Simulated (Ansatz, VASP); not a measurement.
**Rh: VASP beside Ansatz**

File INCAR:

```
  ALGO = Fast
  EDIFF = 1E-6
  ENCUT = 520
  GGA = PS
  ISIF = 2
  ISMEAR = 0
  LASPH = True
  LCHARG = False
  LREAL = False
  LWAVE = False
  NBANDS = 14
  NELM = 60
  PREC = Accurate
  SIGMA = 0.15
```

KPOINTS

```
k-points
0
Gamma
  22 22 22
```

POSCAR

```
Rh
1.0
    0.0000000000      1.8064725000      1.9966275000
    1.8064725000      0.0000000000      1.9966275000
    1.8064725000      1.8064725000      0.0000000000
Rh
1
Direct
    0.0000000000      0.0000000000      0.0000000000
```

Input for Ansatz:

```yaml
crystal:
  lattice:
    - [0.0, 1.8064725, 1.9966275]
    - [1.8064725, 0.0, 1.9966275]
    - [1.8064725, 1.8064725, 0.0]
  atoms:
    - { symbol: Rh, position: [0.0, 0.0, 0.0] }
basis:
  ecutwfc: 420
kpoints:
  mp_grid: { grid: [22, 22, 22] }
hamiltonian:
  xc: pbesol
scf:
  occupations: { method: gaussian, width: 0.15 }
output:
  forces: true
  stress: true
  eigenvalues: true
```

Change from the starting cell: strain -0.050 along x and y, +0.050 along z, atoms carried along.

Alike in both runs: task single point; functional PBEsol; k mesh 22 × 22 × 22; occupations gaussian, width 0.15 eV; no spin polarisation.

|  | VASP | Ansatz |
| --- | --- | --- |
| version | VASP 6.6.1 | Ansatz 0.2.0 |
| potentials or method | VASP PAW PBE potentials, release 64 (Rh_pv), cutoff 520 eV | scalar-relativistic, plane waves, PAW |
| valence electrons in the cell | 15 | 17 |

VASP gave:

| Quantity | Value |
| --- | --- |
| gap on the k mesh at the Fermi level (eV) | none |
| pressure (GPa) | 13.4 |
| traceless stress, the component that is largest in VASP (GPa) | -20.08 |

**Question.** What did Ansatz give for the same quantities?

**Answer.** gap on the k mesh at the Fermi level (eV): none; pressure (GPa): 13.5; traceless stress, the component that is largest in VASP (GPa): -20.13.

VASP's potentials were made for PBE, not for PBEsol. A gap of «none» marks a metal or a gap that the smearing closes. With one functional, cell and mesh, what is left measures potentials, basis and numerics. VASP's potentials hold 15 valence electrons a cell and Ansatz's 17, so a difference there can come from the potentials and not from the codes.
